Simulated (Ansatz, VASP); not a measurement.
## C: VASP beside Ansatz

```
CELL_PARAMETERS angstrom
0.00000 1.76587 1.76587
1.76587 0.00000 1.76587
1.76587 1.76587 0.00000
ATOMIC_POSITIONS crystal
C 0.00000 0.00000 0.00000
C 0.25000 0.25000 0.25000
```

Alike in both runs: functional LDA; k mesh 12 × 12 × 12; occupations gaussian, width 0.02 eV; no spin polarisation.

Ansatz relaxed the structure, and its values are those at the end. VASP's run is a single point on that final structure, the one shown.

|  | VASP | Ansatz |
| --- | --- | --- |
| version | VASP 6.6.1 | Ansatz 0.2.0 |
| potentials or method | VASP PAW LDA potentials, release 64 (C), cutoff 600 eV | scalar-relativistic, plane waves, PAW |
| valence electrons in the cell | 8 | 8 |

```tsv
	VASP	Ansatz	Ansatz less VASP
gap on the k mesh at the Fermi level (eV)	4.20	4.20	0.000
least direct gap on the mesh (eV)	5.63	5.62	-0.003
pressure (GPa)	0.8	0.0	-0.84
```

LDA's correlation is that of Perdew and Zunger in VASP and of Perdew and Wang (1992) in Ansatz.
